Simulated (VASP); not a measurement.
Here is a VASP 6.6.1 calculation.

INCAR

```
PREC = Accurate ; ENCUT = 500
EDIFF = 1E-6 ; ISMEAR = -1
SIGMA = 0.02 ; LREAL = F
LASPH = T ; NELM = 120
ALGO = Normal ; ISIF = 2
LWAVE = F ; LCHARG = T
GGA = PE ; LELF = T
LVHAR = T ; NBANDS = 14
GGA_COMPAT = F
```

KPOINTS

```
Automatic mesh
0
Gamma
  11 11 11
```

File POSCAR:

```
Br
1.0
    0.0000000000      3.4975528087      3.4975528087
    3.4975528087      0.0000000000      3.4975528087
    3.4975528087      3.4975528087      0.0000000000
Br
2
Direct
    1.0000000000      1.0000000000      1.0000000000
    0.2500000000      0.2500000000      0.2500000000
```

Potentials or basis: VASP PAW PBE potentials, release 64 (Br).

The run is started by

```sh
$ cat potpaw_PBE.64/Br/POTCAR > POTCAR
$ mpirun -np 1 vasp_std > vasp.out
```

Q: Estimate the band gap on the k mesh.

A: Zero (bands 7 and 8 overlap by 1.19 eV).

Q: What does it give for the pressure?

A: 0.0 GPa.
